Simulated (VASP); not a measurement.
Input of a VASP 6.6.1 run:

INCAR

```
SYSTEM = MgS
ALGO = Normal ; EDIFF = 1E-7
ENCUT = 520 ; ISIF = 2
ISMEAR = -1 ; LASPH = .True.
LCHARG = .False. ; LREAL = .False.
LWAVE = .False. ; NBANDS = 11
NELM = 80 ; PREC = Accurate
SIGMA = 0.15
```

KPOINTS

```
k-points
0
Gamma
  14 14 14
  0 0 0
```

The input POSCAR:

```
MgS
1.0
    3.1792000000      0.0000000000      0.0000000000
    0.0000000000      3.1792000000      0.0000000000
    0.0000000000      0.0000000000      3.1792000000
Mg S
1 1
Direct
    0.0000000000      0.0000000000      0.0000000000
    0.5000000000      0.5000000000      0.5000000000
```

Potentials or basis: VASP PAW LDA potentials, release 64 (Mg, S).

Launch:

```console
$ cat potpaw_LDA.64/Mg/POTCAR potpaw_LDA.64/S/POTCAR > POTCAR
$ mpirun -np 1 vasp_std > vasp.out
```

Q: Predict the pressure.

A: 1.8 GPa.

Q: What does it give for the band gap on the k mesh?

A: Zero (band 4 reaches 6.11 eV, above the bottom of band 5 at 5.66 eV).
